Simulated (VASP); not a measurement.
Here is a VASP 6.6.1 calculation.

INCAR

```
  PREC = Accurate
  ENCUT = 520
  EDIFF = 1E-6
  ISMEAR = 0
  SIGMA = 0.05
  LREAL = F
  LASPH = T
  NELM = 60
  ALGO = Normal
  ISIF = 2
  LWAVE = F
  LCHARG = F
  LDIPOL = T
  IDIPOL = 3
  DIPOL = 0.5 0.5 0.369
  GGA = PE
  IVDW = 12
  NBANDS = 18
```

The input KPOINTS:

```
regular mesh
0
Gamma
  9 9 1
```

The input POSCAR:

```
As
1.0
    3.5713380906      0.0000000000      0.0000000000
   -1.7856690453      3.0928695120      0.0000000000
    0.0000000000      0.0000000000     20.2952802043
As
4
Direct
    0.3333333333      0.6666666667      0.2905917062
    0.6666666667      0.3333333333      0.2217264287
    1.0000000000      0.3333333333      0.5166363853
    0.6666666667      0.6666666667      0.4477711079
```

Potentials or basis: VASP PAW PBE potentials, release 64 (As).

Run with:

```sh
$ cat potpaw_PBE.64/As/POTCAR > POTCAR
$ mpirun -np 1 vasp_std > vasp.out
```

Problem. Estimate the band gap on the k mesh.

Solution. 0.81 eV, indirect (least direct gap 1.39 eV).

Problem. Predict the largest force.

Solution. 0.102 eV/Å.

Problem. Estimate the dispersion energy per atom.

Solution. -0.276 eV.

Forces in eV/Å, atoms in the order of the input:
```
As  -0.099  0.005  0.023
As  -0.044 -0.005 -0.089
As   0.044 -0.005  0.089
As   0.099  0.005 -0.023
```
